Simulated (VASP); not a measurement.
# Ti5C4 in VASP: further runs

Runs on Ti5C4. Level: PBE. Tasks: single point.

Program: VASP 6.6.1. These are calculated values, not measurements. Logs are shortened: lines on timing, memory, paths and dates and some standing lists are left out, and cuts for length are marked.

## 1. The cell of the first run

The cell holds a slab with vacuum, 9 atoms: a = 3.064 Å, b = 3.064 Å, c = 25.006 Å, α = 90.00°, β = 90.00°, γ = 120.00°.

## 2. Single point, PBE

File INCAR:

```
SYSTEM = Ti5C4
  PREC = Accurate
  ENCUT = 520
  EDIFF = 1E-7
  ISMEAR = 0
  SIGMA = 0.1
  LREAL = .FALSE.
  LASPH = .TRUE.
  NELM = 80
  ALGO = Normal
  ISIF = 2
  LWAVE = .FALSE.
  LCHARG = .FALSE.
  LDIPOL = .TRUE.
  IDIPOL = 3
  DIPOL = 0.5 0.5 0.500
  GGA = PE
  NBANDS = 48
```

File KPOINTS:

```
regular mesh
0
G
  12 12 1
  0 0 0
```

File POSCAR:

```
Ti5C4
1.0
    3.0638392697      0.0000000000      0.0000000000
   -1.5319196349      2.6533626407      0.0000000000
    0.0000000000      0.0000000000     25.0064571530
Ti C
5 4
Direct
    0.6666666667      0.3333333333      0.3065103218
    0.3333333333      0.6666666667      0.4029178553
    0.0000000000      0.0000000000      0.4999999946
    0.6666666667      0.3333333333      0.5970821495
    0.3333333333      0.6666666667      0.6934896859
    0.0000000000      0.0000000000      0.3470196443
    0.6666666667      0.3333333333      0.4497714168
    0.3333333333      0.6666666667      0.5502285781
    0.0000000000      0.0000000000      0.6529803537
```

Potentials or basis: VASP PAW PBE potentials, release 64 (Ti_sv, C).

Command:

```console
cat potpaw_PBE.64/Ti_sv/POTCAR potpaw_PBE.64/C/POTCAR > POTCAR
mpirun -np 1 vasp_std > vasp.out
```

OUTCAR:

```text
SYSTEM = Ti5C4
   PREC = Accurate
   ENCUT = 520
   EDIFF = 1E-7
   ISMEAR = 0
   LREAL = .FALSE.
   LASPH = .TRUE.
   NELM = 80
   ISIF = 2
   GGA = PE

 ion  position               nearest neighbor table
   1  0.667  0.333  0.307-   6 2.04   6 2.04   6 2.04
   2  0.333  0.667  0.403-   7 2.12   7 2.12   7 2.12   6 2.25   6 2.25   6 2.25
   3  0.000  0.000  0.500-   7 2.17   7 2.17   7 2.17   8 2.17   8 2.17   8 2.17
   4  0.667  0.333  0.597-   8 2.12   8 2.12   8 2.12   9 2.25   9 2.25   9 2.25
   5  0.333  0.667  0.693-   9 2.04   9 2.04   9 2.04
   6  0.000  0.000  0.347-   1 2.04   1 2.04   1 2.04   2 2.25   2 2.25   2 2.25
   7  0.667  0.333  0.450-   2 2.12   2 2.12   2 2.12   3 2.17   3 2.17   3 2.17
   8  0.333  0.667  0.550-   4 2.12   4 2.12   4 2.12   3 2.17   3 2.17   3 2.17
   9  0.000  0.000  0.653-   5 2.04   5 2.04   5 2.04   4 2.25   4 2.25   4 2.25

  LATTYP: Found a hexagonal cell.
 ALAT       =     3.0638392697
 C/A-ratio  =     8.1618045047

  Lattice vectors:

 A1 = (   3.0638392697,   0.0000000000,   0.0000000000)
 A2 = (  -1.5319196349,   2.6533626407,   0.0000000000)
 A3 = (   0.0000000000,   0.0000000000,  25.0064571530)

Analysis of symmetry for initial positions (statically):
=====================================================================
 Subroutine PRICEL returns:
 Original cell was already a primitive cell.

 Routine SETGRP: Setting up the symmetry group for a
 hexagonal supercell.

 Subroutine GETGRP returns: Found 12 space group operations
 (whereof 12 operations were pure point group operations)
 out of a pool of 24 trial point group operations.

The static configuration has the point symmetry D_3d.

Analysis of symmetry for dynamics (positions and initial velocities):
=====================================================================
 Subroutine PRICEL returns:
 Original cell was already a primitive cell.

 Routine SETGRP: Setting up the symmetry group for a
 hexagonal supercell.

 Subroutine GETGRP returns: Found 12 space group operations
 (whereof 12 operations were pure point group operations)
 out of a pool of 24 trial point group operations.

The dynamic configuration has the point symmetry D_3d.

 Subroutine INISYM returns: Found 12 space group operations
 (whereof 12 operations are pure point group operations),
 and found     1 'primitive' translations

----------------------------------------------------------------------------------------

                                     Primitive cell

  volume of cell :     203.2894

  direct lattice vectors                    reciprocal lattice vectors
     3.063839270  0.000000000  0.000000000     0.326387879  0.188440130  0.000000000
    -1.531919635  2.653362641  0.000000000     0.000000000  0.376880259  0.000000000
     0.000000000  0.000000000 25.006457153     0.000000000  0.000000000  0.039989671

  length of vectors
     3.063839270  3.063839270 25.006457153     0.376880259  0.376880259  0.039989671

  position of ions in fractional coordinates (direct lattice)
     0.666666667  0.333333333  0.306510322
     0.333333333  0.666666667  0.402917855
     0.000000000  0.000000000  0.499999995
     0.666666667  0.333333333  0.597082149
     0.333333333  0.666666667  0.693489686
     0.000000000  0.000000000  0.347019644
     0.666666667  0.333333333  0.449771417
     0.333333333  0.666666667  0.550228578
     0.000000000  0.000000000  0.652980354

  ion indices of the primitive-cell ions
   primitive index   ion index
                 1           1
                 2           2
                 3           3
                 4           4
                 5           5
                 6           6
                 7           7
                 8           8
                 9           9

----------------------------------------------------------------------------------------

 KPOINTS: regular mesh

Automatic generation of k-mesh.
 Grid dimensions read from file:
 generate k-points for:   12   12    1

 Generating k-lattice:

  Cartesian coordinates                     Fractional coordinates (reciprocal lattice)
     0.027198990  0.015703344  0.000000000     0.083333333 -0.000000000  0.000000000
     0.000000000  0.031406688  0.000000000     0.000000000  0.083333333  0.000000000
     0.000000000  0.000000000  0.039989671     0.000000000  0.000000000  1.000000000

  Length of vectors
     0.031406688  0.031406688  0.039989671

  Shift w.r.t. Gamma in fractional coordinates (k-lattice)
     0.000000000  0.000000000  0.000000000

 Subroutine IBZKPT returns following result:
 ===========================================

 Found     19 irreducible k-points:

 Following reciprocal coordinates:
            Coordinates               Weight
  0.000000  0.000000  0.000000      1.000000
  0.083333 -0.000000  0.000000      6.000000
  0.166667 -0.000000  0.000000      6.000000
  0.250000 -0.000000  0.000000      6.000000
  0.333333  0.000000  0.000000      6.000000
  0.416667 -0.000000  0.000000      6.000000
[... 11 lines left out ...]
  0.333333  0.250000  0.000000     12.000000
  0.333333  0.333333  0.000000      2.000000
   k-points           NKPTS =     19   k-points in BZ     NKDIM =     19   number of bands    NBANDS=     48
   number of dos      NEDOS =    301   number of ions     NIONS =      9
   total plane-waves  NPLWV = 110592
   dimension x,y,z NGX =    24 NGY =   24 NGZ =  192
   dimension x,y,z NGXF=    48 NGYF=   48 NGZF=  384
   ions per type =               5   4
   NGX,Y,Z   is equivalent  to a cutoff of  13.02, 13.02, 12.76 a.u.
   NGXF,Y,Z  is equivalent  to a cutoff of  26.05, 26.05, 25.53 a.u.
 SYSTEM =  Ti5C4
   PREC   = accura    normal or accurate (medium, high low for compatibility)
   ISTART =      0    job   : 0-new  1-cont  2-samecut
   ICHARG =      2    charge: 1-file 2-atom 10-const
   ISPIN  =      1    spin polarized calculation?
   LNONCOLLINEAR =      F non collinear calculations
   LSORBIT =      F    spin-orbit coupling
   LASPH  =      T    aspherical Exc in radial PAW
   ENCUT  =  520.0 eV  38.22 Ry    6.18 a.u.   5.70  5.70 46.50*2*pi/ulx,y,z
   NELM   =     80;   NELMIN=  2; NELMDL= -5     # of ELM steps
   EDIFF  = 0.1E-06   stopping-criterion for ELM
   LREAL  =      F    real-space projection
   EDIFFG = 0.1E-05   stopping-criterion for IOM
   NSW    =      0    number of steps for IOM
   IBRION =     -1    ionic relax: 0-MD 1-quasi-New 2-CG
   NFREE  =      0    steps in history (QN), initial steepest desc. (CG)
   ISIF   =      2    stress and relaxation
   ISYM   =      2    0-nonsym 1-usesym 2-fastsym
   POTIM  = 0.5000    time-step for ionic-motion
   TEBEG  =    0.0;   TEEND  =   0.0 temperature during run
   PSTRESS=    0.0 pullay stress
   NELECT =      76.0000    total number of electrons
   NUPDOWN=      -1.0000    fix difference up-down
   EMIN   =  10.00;   EMAX   =-10.00  energy-range for DOS
   EFERMI =   0.00;   METHOD = LEGACY
   ISMEAR =     0;   SIGMA  =   0.10  broadening in eV -4-tet -1-fermi 0-gaus
   EFERMI_NEDOS =   21; number of points for ismear=-14 and -15
   IALGO  =     38    algorithm
   IMIX   =      4    mixing-type and parameters
     AMIX     =   0.40;   BMIX     =  1.00
     AMIX_MAG =   1.60;   BMIX_MAG =  1.00
  volume/ion in A,a.u.               =      22.59       152.43
  Fermi-wavevector in a.u.,A,eV,Ry     =   1.179346  2.228640 18.923747  1.390856
  Thomas-Fermi vector in A             =   2.315658
   LORBIT       =      0    0 simple, 1 ext, 2 COOP (PROOUT), +10 PAW based schemes
   GGA     = PE    functional components
   LHFCALC =     F    Hartree Fock is set to
   AEXX    =    0.0000 exact exchange contribution
   IVDW    =     0    specifies the selected vdW correction
   LEPSILON=     F    determine dielectric tensor
   LRPA    =     F    only Hartree local field effects (RPA)
 non-spin polarized calculation
 Gauss-broadening in eV      SIGMA  =   0.10
  energy-cutoff  :      520.00
  volume of cell :      203.29
 maximum number of plane-waves:      5506
 NGX is ok and might be reduce to    24
   NGX = 11   NGY = 11   NGZ = 93

 number of electron      75.9999981 magnetization

 dipolmoment           0.000000      0.000000     -0.000001 electrons x Angstroem

 Free energy of the ion-electron system (eV)
  ---------------------------------------------------
  ext. energy  EPLUGINS =         0.00000000
  ---------------------------------------------------
  free energy    TOTEN  =       -81.21570438 eV

  energy without entropy =      -81.18250639  energy(sigma->0) =      -81.19910539

 E-fermi :   2.3387     XC(G=0):  -6.8744

 val. band max:        2.3126506467   @ k =   0.3333   0.1667   0.0000
 cond. band min:       2.3564156764   @ k =   0.3333   0.0833   0.0000
 fundamental gap:      0.0437650297
 Fermi energy:         2.3386559050

 k-point     1 :       0.0000    0.0000    0.0000
  band No.  band energies     occupation
      1     -54.5388      2.00000
      2     -54.5387      2.00000
      3     -54.3450      2.00000
      4     -54.3347      2.00000
      5     -54.2338      2.00000
      6     -31.0502      2.00000
[... 40 lines left out ...]
     47       3.9680      0.00000
     48       4.5802      0.00000

 k-point     2 :       0.0833   -0.0000    0.0000
  band No.  band energies     occupation
      1     -54.5354      2.00000
      2     -54.5353      2.00000
      3     -54.3414      2.00000
      4     -54.3317      2.00000
      5     -54.2311      2.00000
      6     -31.0429      2.00000
[... 40 lines left out ...]
     47       4.1114      0.00000
     48       4.5606      0.00000

 k-point     3 :       0.1667   -0.0000    0.0000
  band No.  band energies     occupation
      1     -54.5262      2.00000
      2     -54.5261      2.00000
      3     -54.3315      2.00000
      4     -54.3234      2.00000
      5     -54.2239      2.00000
      6     -31.0234      2.00000
[... 40 lines left out ...]
     47       4.2582      0.00000
     48       4.7280      0.00000

 k-point     4 :       0.2500   -0.0000    0.0000
  band No.  band energies     occupation
      1     -54.5135      2.00000
      2     -54.5135      2.00000
      3     -54.3179      2.00000
      4     -54.3119      2.00000
      5     -54.2140      2.00000
      6     -30.9996      2.00000
[... 703 lines left out ...]
     47       5.2315      0.00000
     48       5.3802      0.00000

 k-point    18 :       0.3333    0.2500    0.0000
  band No.  band energies     occupation
      1     -54.4836      2.00000
      2     -54.4836      2.00000
      3     -54.2852      2.00000
      4     -54.2849      2.00000
      5     -54.1910      2.00000
      6     -30.9500      2.00000
[... 40 lines left out ...]
     47       5.1595      0.00000
     48       5.3819      0.00000

 k-point    19 :       0.3333    0.3333    0.0000
  band No.  band energies     occupation
      1     -54.4819      2.00000
      2     -54.4819      2.00000
      3     -54.2833      2.00000
      4     -54.2833      2.00000
      5     -54.1897      2.00000
      6     -30.9425      2.00000
[... 40 lines left out ...]
     47       5.0531      0.00000
     48       5.3696      0.00000

------------------------ aborting loop because EDIFF is reached ----------------------------------------

 vacuum level on the upper side and lower side of the slab       (xc-potential included)        -0.158        -0.158

  FORCE on cell =-STRESS in cart. coord.  units (eV):
  Direction    XX          YY          ZZ          XY          YZ          ZX
  --------------------------------------------------------------------------------------
  -------------------------------------------------------------------------------------
  Total        2.5130542      2.5130542      0.1159070     -0.0000000      0.0000000     -0.0000000
  in kB       19.8060414     19.8060414      0.9134935     -0.0000000      0.0000000     -0.0000000
  external PRESSURE =      13.5085254 kB  Pullay stress =       0.0000000 kB

 VOLUME and BASIS-vectors are now :
 -----------------------------------------------------------------------------
  energy-cutoff  :      520.00
  volume of cell :      203.29
      direct lattice vectors                 reciprocal lattice vectors
     3.063839270  0.000000000  0.000000000     0.326387879  0.188440130  0.000000000
    -1.531919635  2.653362641  0.000000000     0.000000000  0.376880259  0.000000000
     0.000000000  0.000000000 25.006457153     0.000000000  0.000000000  0.039989671

 POSITION                                       TOTAL-FORCE (eV/Angst)
 -----------------------------------------------------------------------------------
      1.53192      0.88445      7.66474         0.000000     -0.000000     -0.018448
     -0.00000      1.76891     10.07555        -0.000000      0.000000     -0.000298
      0.00000      0.00000     12.50323        -0.000000      0.000000      0.000000
      1.53192      0.88445     14.93091         0.000000     -0.000000      0.000298
     -0.00000      1.76891     17.34172        -0.000000      0.000000      0.018448
      0.00000      0.00000      8.67773         0.000000     -0.000000      0.002220
      1.53192      0.88445     11.24719         0.000000      0.000000      0.001821
     -0.00000      1.76891     13.75927        -0.000000     -0.000000     -0.001821
      0.00000      0.00000     16.32873        -0.000000      0.000000     -0.002220
 -----------------------------------------------------------------------------------
    total drift:                                0.000000      0.000000     -0.000384

  FREE ENERGIE OF THE ION-ELECTRON SYSTEM (eV)
  ---------------------------------------------------
  free  energy   TOTEN  =       -81.2157043784 eV

  energy  without entropy=      -81.1825063922  energy(sigma->0) =      -81.19910539

 vacuum level on the upper side and lower side of the slab         6.814         6.814
```

Wall time 4.2 min (1 thread of Intel Xeon 6975P-C (Granite Rapids), shared host); peak memory 0.38 GiB.

Results:

| Item | Value |
| --- | --- |
| Free energy | -81.2157 eV |
| Largest force | 0.018 eV/Å |
| Band gap on the k mesh | zero (bands 38 and 39 overlap by 0.50 eV) |

Forces in eV/Å, atoms in the order of the input:
```
Ti   0.000  0.000 -0.018
Ti   0.000  0.000  0.000
Ti   0.000  0.000  0.000
Ti   0.000  0.000  0.000
Ti   0.000  0.000  0.018
C    0.000  0.000  0.002
C    0.000  0.000  0.002
C    0.000  0.000 -0.002
C    0.000  0.000 -0.002
```

Levels at points of the mesh, in eV from the Fermi level:
| k point | band 36 | band 37 | band 38 | band 39 | band 40 | band 41 |
| --- | --- | --- | --- | --- | --- | --- |
| (0.00, 0.00, 0.00) | -0.74 | -0.44 | -0.33 | 0.54 | 0.54 | 0.61 |
| (0.50, 0.00, 0.00) | -1.72 | -1.03 | 0.29 | 0.29 | 0.79 | 1.49 |

## 3. Single point, PBE

File INCAR:

```
PREC     = Accurate       # precision mode
ENCUT    = 520            # plane-wave cutoff, eV
EDIFF    = 1E-6           # SCF threshold, eV
ISMEAR   = 0              # smearing method
SIGMA    = 0.1            # smearing width, eV
LREAL    = False          # projectors in reciprocal space
LASPH    = True           # aspherical terms in the spheres
NELM     = 60             # most SCF steps
ALGO     = Normal         # electronic algorithm
ISIF     = 2              # what is computed and relaxed
LWAVE    = False          # write WAVECAR
LCHARG   = False          # write CHGCAR
LDIPOL   = True         
IDIPOL   = 3            
DIPOL    = 0.5 0.5 0.500
GGA      = PE             # functional
NBANDS   = 48             # bands
```

File KPOINTS:

```
Automatic mesh
0
Gamma
  18 18 1
```

File POSCAR:

```
Ti5C4
1.0
    3.0638392697      0.0000000000      0.0000000000
   -1.5319196349      2.6533626407      0.0000000000
    0.0000000000      0.0000000000     25.0064571530
Ti C
5 4
Direct
    0.6666666667      0.3333333333      0.2999225342
    0.3333333333      0.6666666667      0.3999612671
    0.0000000000      0.0000000000      0.5000000000
    0.6666666667      0.3333333333      0.6000387329
    0.3333333333      0.6666666667      0.7000774658
    0.0000000000      0.0000000000      0.3499419006
    0.6666666667      0.3333333333      0.4499806335
    0.3333333333      0.6666666667      0.5500193665
    0.0000000000      0.0000000000      0.6500580994
```

Potentials or basis: VASP PAW PBE potentials, release 64 (Ti_sv, C).

Command:

```console
cat potpaw_PBE.64/Ti_sv/POTCAR potpaw_PBE.64/C/POTCAR > POTCAR
mpirun -np 1 vasp_std > vasp.out
```

Run time: 6 min. Hardware: 1 thread of Intel Xeon 6975P-C (Granite Rapids), shared host; peak memory 0.49 GiB.

It converged, with:

```
Free energy            : -80.6836 eV
Largest force          : 2.087 eV/Å
Band gap on the k mesh : zero (bands 38 and 39 overlap by 0.53 eV)
```

Forces in eV/Å, atoms in the order of the input:
```
Ti   0.000  0.000  1.827
Ti   0.000  0.000  0.731
Ti   0.000  0.000  0.000
Ti   0.000  0.000 -0.731
Ti   0.000  0.000 -1.827
C    0.000  0.000 -2.087
C    0.000  0.000 -0.247
C    0.000  0.000  0.247
C    0.000  0.000  2.087
```

Levels at points of the mesh, in eV from the Fermi level:
| k point | band 35 | band 36 | band 37 | band 38 | band 39 | band 40 | band 41 | band 42 |
| --- | --- | --- | --- | --- | --- | --- | --- | --- |
| (0.00, 0.00, 0.00) | -0.44 | -0.20 | -0.14 | -0.14 | 0.39 | 0.67 | 0.67 | 1.11 |
| (0.50, 0.00, 0.00) | -1.66 | -1.58 | -0.69 | 0.26 | 0.30 | 0.38 | 1.16 | 1.92 |
